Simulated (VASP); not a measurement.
# Si16Ge (a cell with a defect) in VASP: relaxation of the atoms with PBEsol

Aim: the relaxation of the atoms of Si16Ge (a cell with a defect) with PBEsol.

Program: VASP 6.6.1. These are calculated values, not measurements. Logs are shortened: lines on timing, memory, paths and dates and some standing lists are left out, and cuts for length are marked.

## Step 1: The cell of the first run

The cell holds a defect, 17 atoms: a = 7.679 Å, b = 7.679 Å, c = 7.679 Å, α = 60.00°, β = 60.00°, γ = 60.00°.

## Step 2: Relaxation of the atoms, PBEsol

File INCAR:

```
SYSTEM = Si16Ge
PREC = Accurate ; ENCUT = 520
EDIFF = 1E-7 ; ISMEAR = -1
SIGMA = 0.05 ; LREAL = Auto
LASPH = .True. ; NELM = 100
ALGO = Normal ; ISIF = 2
LWAVE = .False. ; LCHARG = .False.
GGA = PS ; IBRION = 2
NSW = 80 ; EDIFFG = -0.03
```

File KPOINTS:

```
regular mesh
0
Gamma
  2 2 2
  0 0 0
```

File POSCAR:

```
Si16Ge
1.0
    0.0000000000      5.4300000000      5.4300000000
    5.4300000000      0.0000000000      5.4300000000
    5.4300000000      5.4300000000      0.0000000000
Si Ge
16 1
Direct
    0.0000000000      0.0000000000      0.0000000000
    0.1250000000      0.1250000000      0.1250000000
    0.0000000000      0.0000000000      0.5000000000
    0.1250000000      0.1250000000      0.6250000000
    0.0000000000      0.5000000000      0.0000000000
    0.1250000000      0.6250000000      0.1250000000
    0.0000000000      0.5000000000      0.5000000000
    0.1250000000      0.6250000000      0.6250000000
    0.5000000000      0.0000000000      0.0000000000
    0.6250000000      0.1250000000      0.1250000000
    0.5000000000      0.0000000000      0.5000000000
    0.6250000000      0.1250000000      0.6250000000
    0.5000000000      0.5000000000      0.0000000000
    0.6250000000      0.6250000000      0.1250000000
    0.5000000000      0.5000000000      0.5000000000
    0.6250000000      0.6250000000      0.6250000000
    0.8695754000      0.3864549000      0.3703367000
```

Potentials or basis: VASP PAW PBE potentials, release 64 (Si, Ge_d).

Run with:

```sh
$ cat potpaw_PBE.64/Si/POTCAR potpaw_PBE.64/Ge_d/POTCAR > POTCAR
$ mpirun -np 1 vasp_std > vasp.out
```

OUTCAR:

```text
SYSTEM = Si16Ge
   PREC = Accurate
   ENCUT = 520
   EDIFF = 1E-7
   ISMEAR = -1
   LREAL = Auto
   LASPH = .True.
   NELM = 100
   ISIF = 2
   GGA = PS
   IBRION = 2
   NSW = 80
   EDIFFG = -0.03

 ion  position               nearest neighbor table
   1  0.000  0.000  0.000-   2 2.35   4 2.35   6 2.35  10 2.35
   2  0.125  0.125  0.125-   1 2.35   3 2.35   5 2.35   9 2.35  17 2.75
   3  0.000  0.000  0.500-   2 2.35   4 2.35   8 2.35  12 2.35  17 2.42
   4  0.125  0.125  0.625-   1 2.35   3 2.35   7 2.35  11 2.35  17 2.77
   5  0.000  0.500  0.000-  17 2.32   6 2.35   8 2.35  14 2.35   2 2.35
   6  0.125  0.625  0.125-   1 2.35   5 2.35   7 2.35  13 2.35  17 2.68
   7  0.000  0.500  0.500-  17 2.34   6 2.35   8 2.35  16 2.35   4 2.35
   8  0.125  0.625  0.625-   3 2.35   5 2.35   7 2.35  15 2.35
   9  0.500  0.000  0.000-   2 2.35  10 2.35  12 2.35  14 2.35
  10  0.625  0.125  0.125-   1 2.35   9 2.35  11 2.35  13 2.35
  11  0.500  0.000  0.500-   4 2.35  10 2.35  12 2.35  16 2.35
  12  0.625  0.125  0.625-   3 2.35   9 2.35  11 2.35  15 2.35  17 2.75
  13  0.500  0.500  0.000-   6 2.35  10 2.35  14 2.35  16 2.35
  14  0.625  0.625  0.125-   5 2.35   9 2.35  13 2.35  15 2.35  17 2.66
  15  0.500  0.500  0.500-  17 2.32  12 2.35  14 2.35  16 2.35   8 2.35
  16  0.625  0.625  0.625-   7 2.35  11 2.35  13 2.35  15 2.35  17 2.68
  17  0.870  0.386  0.370-  15 2.32   5 2.32   7 2.34   3 2.42  14 2.66  16 2.68   6 2.68  12 2.75
                             2 2.75   4 2.77

  LATTYP: Found a face centered cubic cell.
 ALAT       =    10.8600000000

  Lattice vectors:

 A1 = (   0.0000000000,   5.4300000000,   5.4300000000)
 A2 = (   5.4300000000,   0.0000000000,   5.4300000000)
 A3 = (   5.4300000000,   5.4300000000,   0.0000000000)

Analysis of symmetry for initial positions (statically):
=====================================================================
 Subroutine PRICEL returns:
 Original cell was already a primitive cell.

 Routine SETGRP: Setting up the symmetry group for a
 face centered cubic supercell.

 Subroutine GETGRP returns: Found  1 space group operations
 (whereof  1 operations were pure point group operations)
 out of a pool of 48 trial point group operations.

The static configuration has the point symmetry C_1 .

Analysis of symmetry for dynamics (positions and initial velocities):
=====================================================================
 Subroutine PRICEL returns:
 Original cell was already a primitive cell.

 Routine SETGRP: Setting up the symmetry group for a
 face centered cubic supercell.

 Subroutine GETGRP returns: Found  1 space group operations
 (whereof  1 operations were pure point group operations)
 out of a pool of 48 trial point group operations.

The dynamic configuration has the point symmetry C_1 .

 Subroutine INISYM returns: Found  1 space group operations
 (whereof  1 operations are pure point group operations),
 and found     1 'primitive' translations

----------------------------------------------------------------------------------------

                                     Primitive cell

  volume of cell :     320.2060

  direct lattice vectors                    reciprocal lattice vectors
     0.000000000  5.430000000  5.430000000    -0.092081031  0.092081031  0.092081031
     5.430000000  0.000000000  5.430000000     0.092081031 -0.092081031  0.092081031
     5.430000000  5.430000000  0.000000000     0.092081031  0.092081031 -0.092081031

  length of vectors
     7.679179644  7.679179644  7.679179644     0.159489025  0.159489025  0.159489025

  position of ions in fractional coordinates (direct lattice)
     0.000000000  0.000000000  0.000000000
     0.125000000  0.125000000  0.125000000
     0.000000000  0.000000000  0.500000000
     0.125000000  0.125000000  0.625000000
     0.000000000  0.500000000  0.000000000
     0.125000000  0.625000000  0.125000000
[... 9 lines left out ...]
     0.625000000  0.625000000  0.625000000
     0.869575400  0.386454900  0.370336700

  ion indices of the primitive-cell ions
   primitive index   ion index
                 1           1
                 2           2
                 3           3
                 4           4
                 5           5
                 6           6
[... 9 lines left out ...]
                16          16
                17          17

----------------------------------------------------------------------------------------

 KPOINTS: regular mesh

Automatic generation of k-mesh.
 Grid dimensions read from file:
 generate k-points for:    2    2    2

 Generating k-lattice:

  Cartesian coordinates                     Fractional coordinates (reciprocal lattice)
    -0.046040516  0.046040516  0.046040516     0.500000000  0.000000000  0.000000000
     0.046040516 -0.046040516  0.046040516     0.000000000  0.500000000  0.000000000
     0.046040516  0.046040516 -0.046040516     0.000000000  0.000000000  0.500000000

  Length of vectors
     0.079744512  0.079744512  0.079744512

  Shift w.r.t. Gamma in fractional coordinates (k-lattice)
     0.000000000  0.000000000  0.000000000

 Subroutine IBZKPT returns following result:
 ===========================================

 Found      8 irreducible k-points:

 Following reciprocal coordinates:
            Coordinates               Weight
  0.000000  0.000000  0.000000      1.000000
  0.500000  0.000000  0.000000      1.000000
  0.000000  0.500000  0.000000      1.000000
  0.000000  0.000000  0.500000      1.000000
  0.500000  0.500000  0.500000      1.000000
  0.500000  0.500000  0.000000      1.000000
  0.000000  0.500000  0.500000      1.000000
  0.500000  0.000000  0.500000      1.000000
   k-points           NKPTS =      8   k-points in BZ     NKDIM =      8   number of bands    NBANDS=     48
   number of dos      NEDOS =    301   number of ions     NIONS =     17
   total plane-waves  NPLWV = 216000
   dimension x,y,z NGX =    60 NGY =   60 NGZ =   60
   dimension x,y,z NGXF=   120 NGYF=  120 NGZF=  120
   ions per type =              16   1
   NGX,Y,Z   is equivalent  to a cutoff of  12.99, 12.99, 12.99 a.u.
   NGXF,Y,Z  is equivalent  to a cutoff of  25.98, 25.98, 25.98 a.u.
 SYSTEM =  Si16Ge
   PREC   = accura    normal or accurate (medium, high low for compatibility)
   ISTART =      0    job   : 0-new  1-cont  2-samecut
   ICHARG =      2    charge: 1-file 2-atom 10-const
   ISPIN  =      1    spin polarized calculation?
   LNONCOLLINEAR =      F non collinear calculations
   LSORBIT =      F    spin-orbit coupling
   LASPH  =      T    aspherical Exc in radial PAW
   ENCUT  =  520.0 eV  38.22 Ry    6.18 a.u.  14.28 14.28 14.28*2*pi/ulx,y,z
   NELM   =    100;   NELMIN=  2; NELMDL= -5     # of ELM steps
   EDIFF  = 0.1E-06   stopping-criterion for ELM
   LREAL  =      T    real-space projection
   EDIFFG = -.3E-01   stopping-criterion for IOM
   NSW    =     80    number of steps for IOM
   IBRION =      2    ionic relax: 0-MD 1-quasi-New 2-CG
   NFREE  =      1    steps in history (QN), initial steepest desc. (CG)
   ISIF   =      2    stress and relaxation
   ISYM   =      2    0-nonsym 1-usesym 2-fastsym
   POTIM  = 0.5000    time-step for ionic-motion
   TEBEG  =    0.0;   TEEND  =   0.0 temperature during run
   PSTRESS=    0.0 pullay stress
   NELECT =      78.0000    total number of electrons
   NUPDOWN=      -1.0000    fix difference up-down
   EMIN   =  10.00;   EMAX   =-10.00  energy-range for DOS
   EFERMI =   0.00;   METHOD = LEGACY
   ISMEAR =    -1;   SIGMA  =   0.05  broadening in eV -4-tet -1-fermi 0-gaus
   EFERMI_NEDOS =   21; number of points for ismear=-14 and -15
   IALGO  =     38    algorithm
   IMIX   =      4    mixing-type and parameters
     AMIX     =   0.40;   BMIX     =  1.00
     AMIX_MAG =   1.60;   BMIX_MAG =  1.00
  volume/ion in A,a.u.               =      18.84       127.11
  Fermi-wavevector in a.u.,A,eV,Ry     =   1.022421  1.932096 14.222785  1.045345
  Thomas-Fermi vector in A             =   2.156100
   LORBIT       =      0    0 simple, 1 ext, 2 COOP (PROOUT), +10 PAW based schemes
   GGA     = PS    functional components
   LHFCALC =     F    Hartree Fock is set to
   AEXX    =    0.0000 exact exchange contribution
   IVDW    =     0    specifies the selected vdW correction
   LEPSILON=     F    determine dielectric tensor
   LRPA    =     F    only Hartree local field effects (RPA)
 conjugate gradient relaxation of ions
 non-spin polarized calculation
  energy-cutoff  :      520.00
  volume of cell :      320.21
 maximum number of plane-waves:      8646
 NGX is ok and might be reduce to    60
   NGX = 29   NGY = 29   NGZ = 29

--------------------------------------- Ionic step        1  -------------------------------------------

 number of electron      78.0000005 magnetization

 Free energy of the ion-electron system (eV)
  ---------------------------------------------------
  ext. energy  EPLUGINS =         0.00000000
  ---------------------------------------------------
  free energy    TOTEN  =       -92.46449104 eV

  energy without entropy =      -92.43139326  energy(sigma->0) =      -92.44794215

------------------------ aborting loop because EDIFF is reached ----------------------------------------

  FORCE on cell =-STRESS in cart. coord.  units (eV):
  Direction    XX          YY          ZZ          XY          YZ          ZX
  --------------------------------------------------------------------------------------
  -------------------------------------------------------------------------------------
  Total       11.4686763     11.4672658     11.4691628      0.4961246      0.5655551     -0.8600859
  in kB       57.3844724     57.3774148     57.3869067      2.4824008      2.8298019     -4.3035111
  external PRESSURE =      57.3829313 kB  Pullay stress =       0.0000000 kB

 VOLUME and BASIS-vectors are now :
 -----------------------------------------------------------------------------
  energy-cutoff  :      520.00
  volume of cell :      320.21
      direct lattice vectors                 reciprocal lattice vectors
     0.000000000  5.430000000  5.430000000    -0.092081031  0.092081031  0.092081031
     5.430000000  0.000000000  5.430000000     0.092081031 -0.092081031  0.092081031
     5.430000000  5.430000000  0.000000000     0.092081031  0.092081031 -0.092081031
[... 324 lines left out ...]
      6.83664      6.78689      6.78741        -0.005729     -0.001214     -0.006462
      4.08449      6.77006      6.79830        -0.017734      0.022722     -0.017186
 -----------------------------------------------------------------------------------
    total drift:                                0.002606     -0.006351      0.002900

  FREE ENERGIE OF THE ION-ELECTRON SYSTEM (eV)
  ---------------------------------------------------
  free  energy   TOTEN  =       -92.8031011194 eV

  energy  without entropy=      -92.7691959445  energy(sigma->0) =      -92.78614853

--------------------------------------- Ionic step        8  -------------------------------------------

 number of electron      78.0000000 magnetization

 Free energy of the ion-electron system (eV)
  ---------------------------------------------------
  ext. energy  EPLUGINS =         0.00000000
  ---------------------------------------------------
  free energy    TOTEN  =       -92.80333160 eV

  energy without entropy =      -92.76941290  energy(sigma->0) =      -92.78637225

 E-fermi :   6.7696     XC(G=0):  -9.8831

 val. band max:        6.5655308025   @ k =   0.0000   0.0000   0.0000
 cond. band min:       6.7996081032   @ k =   0.0000   0.0000   0.0000
 fundamental gap:      0.2340773006
 Fermi energy:         6.7696254870

 k-point     1 :       0.0000    0.0000    0.0000
  band No.  band energies     occupation
      1     -18.2563      2.00000
      2     -18.2560      2.00000
      3     -18.2559      2.00000
      4     -18.2421      2.00000
      5     -18.2421      2.00000
      6      -6.6120      2.00000
[... 423 lines left out ...]
      8.11440      2.74556      5.39936        -0.012342      0.010169     -0.012816
      4.07407      4.11805      1.35904         0.007074     -0.005131      0.007097
      8.10084      5.38621      2.75886         0.009944     -0.007119      0.003272
      4.07219      1.35687      4.12142        -0.002777     -0.000027     -0.006861
[... 9 lines left out ...]
      6.83657      6.78678      6.78709        -0.006737     -0.000310     -0.003335
      4.08322      6.77175      6.79709        -0.013373      0.018829     -0.012193
 -----------------------------------------------------------------------------------
    total drift:                                0.002194     -0.007060      0.003176

  FREE ENERGIE OF THE ION-ELECTRON SYSTEM (eV)
  ---------------------------------------------------
  free  energy   TOTEN  =       -92.8033315984 eV

  energy  without entropy=      -92.7694128952  energy(sigma->0) =      -92.78637225

 reached required accuracy - stopping structural energy minimisation
```

Wall time 27 min (1 thread of Oxide Virtual Turin-like, shared host); peak memory 0.52 GiB.

What came out:

| Item | Value |
| --- | --- |
| Free energy | -92.8033 eV |
| Energy gained by relaxing | 19.9 meV/atom |
| Ionic steps | 8 |
| Pressure after relaxing | 4.8 GPa |
| Largest force after relaxing | 0.026 eV/Å |
| Band gap on the k mesh | zero (bands 39 and 40 overlap by 0.31 eV) |

Forces on the atoms (eV/Å):
```
Si  -0.004  0.005  0.001
Si   0.006 -0.008  0.009
Si  -0.012  0.010 -0.013
Si   0.007 -0.005  0.007
Si   0.010 -0.007  0.003
Si  -0.003  0.000 -0.007
Si   0.007 -0.010  0.007
Si  -0.004  0.005 -0.004
Si  -0.004  0.000 -0.004
Si   0.001 -0.002  0.001
Si   0.001  0.005 -0.004
Si   0.010 -0.009  0.006
Si   0.004 -0.004  0.004
Si   0.000  0.007 -0.001
Si   0.002 -0.005  0.011
Si  -0.007  0.000 -0.003
Ge  -0.013  0.019 -0.012
```

Step by step:
| step | energy change (eV) | largest force (eV/Å) | pressure (GPa) |
| --- | --- | --- | --- |
| 1 | 0.0000 | 1.7360 | 5.74 |
| 2 | -0.3291 | 0.2449 | 4.79 |
| 3 | -0.3294 | 0.2523 | 4.77 |
| 4 | -0.3368 | 0.1261 | 4.76 |
| 5 | -0.3368 | 0.1398 | 4.76 |
| 6 | -0.3385 | 0.0556 | 4.76 |
| 7 | -0.3386 | 0.0336 | 4.76 |
| 8 | -0.3388 | 0.0261 | 4.76 |

Final structure:
```cif
data_structure
_symmetry_space_group_name_H-M 'P 1'
_symmetry_Int_Tables_number 1
_cell_length_a 7.6792
_cell_length_b 7.6792
_cell_length_c 7.6792
_cell_angle_alpha 60.000
_cell_angle_beta 60.000
_cell_angle_gamma 60.000
_cell_volume 320.21
loop_
_atom_site_label
_atom_site_type_symbol
_atom_site_fract_x
_atom_site_fract_y
_atom_site_fract_z
_atom_site_occupancy
Si1 Si 0.99802 0.00087 0.00053 1
Si2 Si 0.12924 0.12112 0.12039 1
Si3 Si 0.00281 0.99155 0.50282 1
Si4 Si 0.12919 0.12109 0.62920 1
Si5 Si 0.00407 0.50400 0.98786 1
Si6 Si 0.12948 0.62953 0.12041 1
Si7 Si 0.00381 0.50375 0.50381 1
Si8 Si 0.12375 0.62763 0.62392 1
Si9 Si 0.50056 0.00093 0.00057 1
Si10 Si 0.62510 0.12478 0.12509 1
Si11 Si 0.50052 0.00088 0.49801 1
Si12 Si 0.62036 0.12113 0.62925 1
Si13 Si 0.50075 0.49765 0.00077 1
Si14 Si 0.62040 0.62960 0.12044 1
Si15 Si 0.48769 0.50407 0.50413 1
Si16 Si 0.62038 0.62955 0.62949 1
Ge1 Ge 0.87345 0.37832 0.37365 1
```

Caveat: the k points lie up to 0.50 Å⁻¹ apart; the PAW data sets were made with another functional, which shifts forces and pressure a little.

The gap in the log of VASP goes by the Fermi energy; the results here count the filled bands.